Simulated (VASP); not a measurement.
Write the native input for VASP 6.6.1 that does the following.

```
Task                   : single point
Functional             : PBEsol
Potentials or basis    : VASP PAW PBE potentials, release 64 (Be)
Cutoff                 : 520 eV
k mesh                 : 28 × 28 × 28
Occupations            : gaussian, width 0.1 eV
Spin                   : no spin polarisation
Dipole correction      : no
Further INCAR settings : ALGO = Fast; EDIFF = 1e-06; NBANDS = 9
```

The structure of Be lies in POSCAR:

```
Be
1.0
   -2.0987935719      2.0987935719      1.0545876931
    2.0987935719     -2.0987935719      1.0545876931
    2.0987935719      2.0987935719     -1.0545876931
Be
2
Direct
    0.0000000000      0.0000000000      0.0000000000
    0.7500000000      0.2500000000      0.5000000000
```

One way to write it, as run:

INCAR

```
PREC = Accurate ; ENCUT = 520
EDIFF = 1E-6 ; ISMEAR = 0
SIGMA = 0.1 ; LREAL = F
LASPH = T ; NELM = 100
ALGO = Fast ; ISIF = 2
LWAVE = F ; LCHARG = F
GGA = PS ; NBANDS = 9
```

KPOINTS

```
Automatic mesh
0
Gamma
  28 28 28
```

Potentials or basis: VASP PAW PBE potentials, release 64 (Be).

Command:

```bash
$ cat potpaw_PBE.64/Be/POTCAR > POTCAR
$ mpirun -np 1 vasp_std > vasp.out
```

Results of the run:

* Pressure: 0.3 GPa
* Band gap on the k mesh: zero (bands 2 and 3 overlap by 5.76 eV)

Caveat: the PAW data sets were made with another functional, which shifts forces and pressure a little.

Run time: 3.9 min on 1 thread of Intel Xeon 8259CL (shared host), peak memory 0.33 GiB.
